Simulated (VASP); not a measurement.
Runs of VASP 6.6.1 on Tl3S. The structure is that of space group I4/mmm (No. 139), or close to it. The cells are those of the table. 

```tsv
task	level	cell	cutoff (eV)	gap on the mesh (eV)	pressure (GPa)
single point	PBE+D3(BJ)	a = 6.030 Å, angles 134.9, 134.9, 65.7°, 4 atoms	520	none	(a)
single point	PBE+D3(BJ)	a = 6.019 Å, angles 134.9, 134.9, 65.7°, 4 atoms	520	none	0.0
single point	PBE+D4	a = 6.018 Å, angles 134.9, 134.9, 65.7°, 4 atoms	520	none	0.0
single point	PBE	a = 6.129 Å, angles 134.9, 134.9, 65.7°, 4 atoms	520	none	0.0
single point	PBE+D3(BJ)	a = 6.124 Å, angles 134.8, 134.8, 65.8°, 4 atoms	520	none	-1.8
relaxation of cell and atoms	PBE	relaxed from a = 6.124 Å, angles 134.8, 134.8, 65.8°, 4 atoms	600	none	0.0
```

Alike in all rows: potentials or basis VASP PAW PBE potentials, release 64 (Tl_d, S); no spin polarisation; k mesh 8 × 8 × 8; smearing fermi-dirac 0.05 eV.

Problem. Fill in the values left out.

Solution. (a) -0.2.

Caveats: spin-orbit coupling is left out, which moves the levels of the heavy elements; three body term missing (at least some runs).

A k mesh can miss the band edges, and the runs leave out spin-orbit coupling on Tl.

A gap of «none» marks levels without a gap at the run's occupations.
